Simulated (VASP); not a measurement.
# HfC (F-43m) in VASP: notebook, part 2 of 2

VASP 6.6.1. Earlier steps stand in the parts before.

## (3) Single point, PBE

This run uses another cell than the first one, of 19.88 Å³/atom, 1.240 times its volume.

File INCAR:

```
SYSTEM = HfC
  ALGO = Normal
  EDIFF = 1E-7
  ENCUT = 520
  GGA = PE
  ISIF = 2
  ISMEAR = 0
  LASPH = .True.
  LCHARG = .False.
  LREAL = .False.
  LWAVE = .False.
  NBANDS = 14
  NELM = 60
  PREC = Accurate
  SIGMA = 0.1
```

File KPOINTS:

```
k-points
0
Gamma
  6 6 6
  0 0 0
```

File POSCAR:

```
HfC
1.0
    0.0000000000      2.7089274600      2.7089274600
    2.7089274600      0.0000000000      2.7089274600
    2.7089274600      2.7089274600      0.0000000000
Hf C
1 1
Direct
    0.7500000000      0.7500000000      0.7500000000
    0.0000000000      0.0000000000      0.0000000000
```

Potentials or basis: VASP PAW PBE potentials, release 64 (Hf_pv, C).

Started as:

```console
$ cat potpaw_PBE.64/Hf_pv/POTCAR potpaw_PBE.64/C/POTCAR > POTCAR
$ mpirun -np 1 vasp_std > vasp.out
```

OUTCAR:

```text
SYSTEM = HfC
   EDIFF = 1E-7
   ENCUT = 520
   GGA = PE
   ISIF = 2
   ISMEAR = 0
   LASPH = .True.
   LREAL = .False.
   NELM = 60
   PREC = Accurate

 ion  position               nearest neighbor table
   1  0.750  0.750  0.750-   2 2.35   2 2.35   2 2.35   2 2.35
   2  0.000  0.000  0.000-   1 2.35   1 2.35   1 2.35   1 2.35

  LATTYP: Found a face centered cubic cell.
 ALAT       =     5.4178549200

  Lattice vectors:

 A1 = (   0.0000000000,   2.7089274600,   2.7089274600)
 A2 = (   2.7089274600,   0.0000000000,   2.7089274600)
 A3 = (   2.7089274600,   2.7089274600,   0.0000000000)

Analysis of symmetry for initial positions (statically):
=====================================================================
 Subroutine PRICEL returns:
 Original cell was already a primitive cell.

 Routine SETGRP: Setting up the symmetry group for a
 face centered cubic supercell.

 Subroutine GETGRP returns: Found 24 space group operations
 (whereof 24 operations were pure point group operations)
 out of a pool of 48 trial point group operations.

The static configuration has the point symmetry T_d .

Analysis of symmetry for dynamics (positions and initial velocities):
=====================================================================
 Subroutine PRICEL returns:
 Original cell was already a primitive cell.

 Routine SETGRP: Setting up the symmetry group for a
 face centered cubic supercell.

 Subroutine GETGRP returns: Found 24 space group operations
 (whereof 24 operations were pure point group operations)
 out of a pool of 48 trial point group operations.

The dynamic configuration has the point symmetry T_d .

 Subroutine INISYM returns: Found 24 space group operations
 (whereof 24 operations are pure point group operations),
 and found     1 'primitive' translations

----------------------------------------------------------------------------------------

                                     Primitive cell

  volume of cell :      39.7578

  direct lattice vectors                    reciprocal lattice vectors
     0.000000000  2.708927460  2.708927460    -0.184574894  0.184574894  0.184574894
     2.708927460  0.000000000  2.708927460     0.184574894 -0.184574894  0.184574894
     2.708927460  2.708927460  0.000000000     0.184574894  0.184574894 -0.184574894

  length of vectors
     3.831001953  3.831001953  3.831001953     0.319693095  0.319693095  0.319693095

  position of ions in fractional coordinates (direct lattice)
     0.750000000  0.750000000  0.750000000
     0.000000000  0.000000000  0.000000000

  ion indices of the primitive-cell ions
   primitive index   ion index
                 1           1
                 2           2

----------------------------------------------------------------------------------------

 KPOINTS: k-points

Automatic generation of k-mesh.
 Grid dimensions read from file:
 generate k-points for:    6    6    6

 Generating k-lattice:

  Cartesian coordinates                     Fractional coordinates (reciprocal lattice)
    -0.030762482  0.030762482  0.030762482     0.166666667  0.000000000  0.000000000
[... 30 lines left out ...]
 -0.333333  0.333333  0.166667     24.000000
 -0.333333  0.500000  0.166667     12.000000
   k-points           NKPTS =     16   k-points in BZ     NKDIM =     16   number of bands    NBANDS=     14
   number of dos      NEDOS =    301   number of ions     NIONS =      2
   total plane-waves  NPLWV =  21952
   dimension x,y,z NGX =    28 NGY =   28 NGZ =   28
   dimension x,y,z NGXF=    56 NGYF=   56 NGZF=   56
   ions per type =               1   1
   NGX,Y,Z   is equivalent  to a cutoff of  12.15, 12.15, 12.15 a.u.
   NGXF,Y,Z  is equivalent  to a cutoff of  24.30, 24.30, 24.30 a.u.
 SYSTEM =  HfC
   PREC   = accura    normal or accurate (medium, high low for compatibility)
   ISTART =      0    job   : 0-new  1-cont  2-samecut
   ICHARG =      2    charge: 1-file 2-atom 10-const
   ISPIN  =      1    spin polarized calculation?
   LNONCOLLINEAR =      F non collinear calculations
   LSORBIT =      F    spin-orbit coupling
   LASPH  =      T    aspherical Exc in radial PAW
   ENCUT  =  520.0 eV  38.22 Ry    6.18 a.u.   7.12  7.12  7.12*2*pi/ulx,y,z
   NELM   =     60;   NELMIN=  2; NELMDL= -5     # of ELM steps
   EDIFF  = 0.1E-06   stopping-criterion for ELM
   LREAL  =      F    real-space projection
   EDIFFG = 0.1E-05   stopping-criterion for IOM
   NSW    =      0    number of steps for IOM
   IBRION =     -1    ionic relax: 0-MD 1-quasi-New 2-CG
   NFREE  =      0    steps in history (QN), initial steepest desc. (CG)
   ISIF   =      2    stress and relaxation
   ISYM   =      2    0-nonsym 1-usesym 2-fastsym
   POTIM  = 0.5000    time-step for ionic-motion
   TEBEG  =    0.0;   TEEND  =   0.0 temperature during run
   PSTRESS=    0.0 pullay stress
   NELECT =      14.0000    total number of electrons
   NUPDOWN=      -1.0000    fix difference up-down
   EMIN   =  10.00;   EMAX   =-10.00  energy-range for DOS
   EFERMI =   0.00;   METHOD = LEGACY
   ISMEAR =     0;   SIGMA  =   0.10  broadening in eV -4-tet -1-fermi 0-gaus
   EFERMI_NEDOS =   21; number of points for ismear=-14 and -15
   IALGO  =     38    algorithm
   IMIX   =      4    mixing-type and parameters
     AMIX     =   0.40;   BMIX     =  1.00
     AMIX_MAG =   1.60;   BMIX_MAG =  1.00
  volume/ion in A,a.u.               =      19.88       134.15
  Fermi-wavevector in a.u.,A,eV,Ry     =   1.156050  2.184619 18.183543  1.336453
  Thomas-Fermi vector in A             =   2.292674
   LORBIT       =      0    0 simple, 1 ext, 2 COOP (PROOUT), +10 PAW based schemes
   GGA     = PE    functional components
   LHFCALC =     F    Hartree Fock is set to
   AEXX    =    0.0000 exact exchange contribution
   IVDW    =     0    specifies the selected vdW correction
   LEPSILON=     F    determine dielectric tensor
   LRPA    =     F    only Hartree local field effects (RPA)
 non-spin polarized calculation
 Gauss-broadening in eV      SIGMA  =   0.10
  energy-cutoff  :      520.00
  volume of cell :       39.76
 maximum number of plane-waves:      1090
   NGX = 15   NGY = 15   NGZ = 15

 number of electron      14.0000001 magnetization

 Free energy of the ion-electron system (eV)
  ---------------------------------------------------
  ext. energy  EPLUGINS =         0.00000000
  ---------------------------------------------------
  free energy    TOTEN  =       -19.10300087 eV

  energy without entropy =      -19.10300016  energy(sigma->0) =      -19.10300052

 E-fermi :   2.5284     XC(G=0):  -9.8703

 val. band max:        2.2228193076   @ k =  -0.3333   0.5000   0.1667
 cond. band min:       2.8300099185   @ k =  -0.3333   0.5000   0.1667
 fundamental gap:      0.6071906109
 Fermi energy:         2.5283979675

 k-point     1 :       0.0000    0.0000    0.0000
  band No.  band energies     occupation
      1     -28.1539      2.00000
      2     -28.1539      2.00000
      3     -28.1539      2.00000
      4      -7.4175      2.00000
      5       0.6565      2.00000
      6       0.6565      2.00000
      7       0.6565      2.00000
      8       4.7281      0.00000
      9       5.3436      0.00000
     10       5.3436      0.00000
     11       9.9961      0.00000
     12       9.9961      0.00000
     13       9.9961      0.00000
     14      14.5008      0.00000
[... 241 lines left out ...]
      1     -28.2592      2.00000
      2     -28.2183      2.00000
      3     -28.2014      2.00000
      4      -5.7651      2.00000
      5      -0.3631      2.00000
      6       1.2034      2.00000
      7       2.2228      1.99998
      8       2.8300      0.00002
      9       5.3284      0.00000
     10       6.3362      0.00000
     11       7.3040      0.00000
     12       8.3904      0.00000
     13      12.4824      0.00000
     14      12.9531      0.00000

------------------------ aborting loop because EDIFF is reached ----------------------------------------

  FORCE on cell =-STRESS in cart. coord.  units (eV):
  Direction    XX          YY          ZZ          XY          YZ          ZX
  --------------------------------------------------------------------------------------
  -------------------------------------------------------------------------------------
  Total       -5.6471868     -5.6471868     -5.6471868      0.0000000      0.0000000     -0.0000000
  in kB     -227.5729367   -227.5729367   -227.5729367      0.0000000      0.0000000     -0.0000000
  external PRESSURE =    -227.5729367 kB  Pullay stress =       0.0000000 kB

 VOLUME and BASIS-vectors are now :
 -----------------------------------------------------------------------------
  energy-cutoff  :      520.00
  volume of cell :       39.76
      direct lattice vectors                 reciprocal lattice vectors
     0.000000000  2.708927460  2.708927460    -0.184574894  0.184574894  0.184574894
     2.708927460  0.000000000  2.708927460     0.184574894 -0.184574894  0.184574894
     2.708927460  2.708927460  0.000000000     0.184574894  0.184574894 -0.184574894

 POSITION                                       TOTAL-FORCE (eV/Angst)
 -----------------------------------------------------------------------------------
      4.06339      4.06339      4.06339         0.000000      0.000000      0.000000
      0.00000      0.00000      0.00000        -0.000000     -0.000000     -0.000000
 -----------------------------------------------------------------------------------
    total drift:                                0.000000      0.000000      0.000000

  FREE ENERGIE OF THE ION-ELECTRON SYSTEM (eV)
  ---------------------------------------------------
  free  energy   TOTEN  =       -19.1030008746 eV

  energy  without entropy=      -19.1030001616  energy(sigma->0) =      -19.10300052
```

OSZICAR:

```text
N       E                     dE             d eps       ncg     rms          rms(c)
DAV:   1     0.265153173115E+02    0.26515E+02   -0.72918E+03   448   0.920E+02
DAV:   2    -0.210411434858E+02   -0.47556E+02   -0.42953E+02   612   0.186E+02
DAV:   3    -0.236053534151E+02   -0.25642E+01   -0.25486E+01   556   0.305E+01
DAV:   4    -0.236283528743E+02   -0.22999E-01   -0.22997E-01   532   0.371E+00
DAV:   5    -0.236286521724E+02   -0.29930E-03   -0.29929E-03   538   0.373E-01    0.361E+01
DAV:   6    -0.192484301608E+02    0.43802E+01   -0.18242E+01   490   0.207E+01    0.282E+01
DAV:   7    -0.191271821148E+02    0.12125E+00   -0.97899E-01   496   0.596E+00    0.206E+01
DAV:   8    -0.191246257144E+02    0.25564E-02   -0.24120E-01   550   0.343E+00    0.961E+00
DAV:   9    -0.191027294143E+02    0.21896E-01   -0.52377E-02   496   0.142E+00    0.858E-01
DAV:  10    -0.191029716004E+02   -0.24219E-03   -0.19643E-03   562   0.307E-01    0.240E-01
DAV:  11    -0.191029948167E+02   -0.23216E-04   -0.66947E-05   526   0.668E-02    0.276E-02
DAV:  12    -0.191030009870E+02   -0.61703E-05   -0.14329E-05   562   0.296E-02    0.227E-02
DAV:  13    -0.191030007627E+02    0.22428E-06   -0.64772E-07   526   0.671E-03    0.138E-02
DAV:  14    -0.191030008810E+02   -0.11830E-06   -0.55651E-08   296   0.184E-03    0.529E-04
DAV:  15    -0.191030008746E+02    0.64251E-08   -0.10072E-08   224   0.652E-04
   1 F= -.19103001E+02 E0= -.19103001E+02  d E =-.712987E-06
```

Run time: 6.4 s. Hardware: 1 thread of Intel Xeon 6975P-C (Granite Rapids), shared host; peak memory 0.15 GiB.

What came out:

- Free energy: -19.1030 eV
- Pressure: -22.8 GPa
- Band gap on the k mesh: 0.61 eV, direct

Levels at points of the mesh, in eV from the valence-band top:
```tsv
k point	band 4	band 5	band 6	band 7	band 8	band 9	band 10	band 11
(0.00, 0.00, 0.00)	-9.64	-1.57	-1.57	-1.57	2.51	3.12	3.12	7.77
(0.50, 0.00, 0.00)	-8.41	-2.57	-1.10	-1.10	3.30	3.65	3.65	5.83
(0.50, 0.50, 0.00)	-7.99	-3.18	-0.01	-0.01	0.66	3.53	4.28	4.80
```

Caveat: spin-orbit coupling is left out, which moves the levels of the heavy elements.

## (4) Relaxation of cell and atoms, PBE

This run uses another cell than the first one, of 19.88 Å³/atom, 1.240 times its volume.

File INCAR:

```
ALGO = Normal ; EDIFF = 1E-7
EDIFFG = -0.04 ; ENCUT = 600
GGA = PE ; IBRION = 2
ISIF = 3 ; ISMEAR = 0
LASPH = T ; LCHARG = F
LREAL = F ; LWAVE = F
NELM = 100 ; NSW = 90
PREC = Accurate ; SIGMA = 0.1
```

File KPOINTS:

```
k-points
0
Gamma
  6 6 6
```

POSCAR is that of step 3.

Started as:

```console
$ cat potpaw_PBE.64/Hf_pv/POTCAR potpaw_PBE.64/C/POTCAR > POTCAR
$ mpirun -np 1 vasp_std > vasp.out
```

It took 22 s on 1 thread of Intel Xeon 6975P-C (Granite Rapids), shared host; peak memory 0.19 GiB.

Results (log left out):

* Free energy: -19.7646 eV
* Relaxed volume: 16.01 Å³/atom
* Relaxed cell: a = 3.565 Å, b = 3.565 Å, c = 3.565 Å, α = 60.00°, β = 60.00°, γ = 60.00°
* Space group after relaxing (to 0.05 Å): F-43m (No. 216)
* Energy gained by relaxing: 330.5 meV/atom
* Ionic steps: 4
* Pressure after relaxing: -0.3 GPa
* Band gap on the k mesh: 0.35 eV, direct

The path:
```
step  energy change (eV)  largest force (eV/Å)  pressure (GPa)  volume (Å³)
   1              0.0000                0.0000          -22.81        39.76
   2              0.2109                0.0000           52.24        25.60
   3             -0.6598                0.0000           -1.40        32.26
   4             -0.6610                0.0000           -0.28        32.03
```

Final structure:
```yaml
crystal:
  lattice:
    - [0.00000, 2.52056, 2.52056]
    - [2.52056, 0.00000, 2.52056]
    - [2.52056, 2.52056, 0.00000]
  atoms:
    - { symbol: Hf, position: [0.75000, 0.75000, 0.75000] }
    - { symbol: C, position: [0.00000, 0.00000, 0.00000] }
```

Levels at points of the mesh, in eV from the valence-band top:
```
           k point  band 5  band 6  band 7  band 8  band 9  band 10
(0.00, 0.00, 0.00)   -2.24   -2.24   -2.24    3.27    3.62     3.62
(0.50, 0.00, 0.00)   -2.95   -1.65   -1.65    3.93    4.37     4.37
(0.50, 0.50, 0.00)   -4.10   -0.05   -0.05    0.50    4.42     5.27
```

Caveat: the volume moved by over 15 % at a fixed basis, so the end points are rough; spin-orbit coupling is left out, which moves the levels of the heavy elements. A k mesh can miss the band edges.

## (5) The runs side by side

| task | cell | cutoff (eV) | gap on the mesh (eV) | pressure (GPa) |
| --- | --- | --- | --- | --- |
| single point | a = 3.566 Å, angles 60.0°, 2 atoms | 520 | 0.35 | -0.4 |
| single point | a = 3.831 Å, angles 60.0°, 2 atoms | 520 | 0.61 | -22.8 |
| relaxation of cell and atoms | relaxed from a = 3.831 Å, angles 60.0°, 2 atoms | 600 | 0.35 | -0.3 |

Alike in all rows: level PBE; potentials or basis VASP PAW PBE potentials, release 64 (Hf_pv, C); no spin polarisation; k mesh 6 × 6 × 6; smearing gaussian 0.1 eV.

Caveats: spin-orbit coupling is left out, which moves the levels of the heavy elements; the volume moved by over 15 % at a fixed basis, so the end points are rough (some runs).

Total energies depend on the potentials used, so only differences within one code and one set of settings carry meaning.
